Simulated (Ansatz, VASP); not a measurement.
# One calculation of Hf2H3, two programs

```
Hf H
1.0
     5.23789    0.00000    0.00000
    -2.61895    4.53615    0.00000
     0.00000    0.00000    2.88040
Hf H
2 3
Direct
  0.33333 0.66667 0.00000
  0.66667 0.33333 0.00000
  0.00000 0.00000 0.17131
  0.00000 0.00000 0.82869
  0.00000 0.00000 0.50000
```

Alike in both runs: functional PBE; k mesh 6 × 6 × 6; occupations gaussian, width 0.1 eV; no spin polarisation.

Ansatz relaxed the structure, and its values are those at the end. VASP's run is a single point on that final structure, the one shown.

|  | VASP | Ansatz |
| --- | --- | --- |
| version | VASP 6.6.1 | Ansatz 0.2.0 |
| potentials or method | VASP PAW PBE potentials, release 64 (Hf_pv, H), cutoff 520 eV | scalar-relativistic, plane waves, PAW |
| valence electrons in the cell | 23 | 55 |

Ansatz gave:

```
gap on the k mesh at the Fermi level (eV) : none
pressure (GPa)                            : 0.0
```

Problem. Estimate VASP's values.

Solution. gap on the k mesh at the Fermi level (eV): none; pressure (GPa): -0.3.

A gap of «none» marks a metal or a gap that the smearing closes. With one functional, cell and mesh, what is left measures potentials, basis and numerics. VASP's potentials hold 23 valence electrons a cell and Ansatz's 55, so a difference there can come from the potentials and not from the codes.

The k mesh is coarse, so the values compare programs but aren't converged. Neither program's run includes spin-orbit coupling.
